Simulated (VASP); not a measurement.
Input of a VASP 6.6.1 run:

File INCAR:

```
SYSTEM = Ca3SbP
ALGO = Normal
EDIFF = 1E-6
ENCUT = 520
GGA = CA
ISIF = 2
ISMEAR = 0
LASPH = .True.
LCHARG = .False.
LREAL = .False.
LWAVE = .False.
NBANDS = 28
NELM = 60
PREC = Accurate
SIGMA = 0.05
```

KPOINTS

```
k-points
0
Gamma
  6 6 6
  0 0 0
```

POSCAR

```
Ca3SbP
1.0
    5.2952063624      0.0000000000      0.0000000000
    0.0000000000      5.2952063624      0.0000000000
    0.0000000000      0.0000000000      5.2952063624
Ca Sb P
3 1 1
Direct
   -0.0057413859      0.5000000000      0.5000000000
    0.4771498990      0.0000000000      0.5000000000
    0.4771498990      0.5000000000      0.0000000000
    0.0175527343      0.0000000000      0.0000000000
    0.4975610011      0.5000000000      0.5000000000
```

Potentials or basis: VASP PAW LDA potentials, release 64 (Ca_sv, Sb, P).

Command:

```sh
$ cat potpaw_LDA.64/Ca_sv/POTCAR potpaw_LDA.64/Sb/POTCAR potpaw_LDA.64/P/POTCAR > POTCAR
$ mpirun -np 1 vasp_std > vasp.out
```

Task: Estimate the pressure.

Result: -0.8 GPa.

Task: What does it give for the largest force?

Result: 0.046 eV/Å.

Task: Estimate the band gap on the k mesh.

Result: 0.60 eV.

Forces in eV/Å, atoms in the order of the input:
```
Ca  -0.002  0.000  0.000
Ca  -0.014  0.000  0.000
Ca  -0.014  0.000  0.000
Sb   0.046  0.000  0.000
P   -0.016  0.000  0.000
```

Caveat: the cell differs from its parent crystal (atoms displaced along a vibrational mode, the cell strained); semilocal functionals underestimate gaps, and a narrow one can read as zero; spin-orbit coupling is left out, which moves the levels of the heavy elements. A k mesh can miss the band edges.
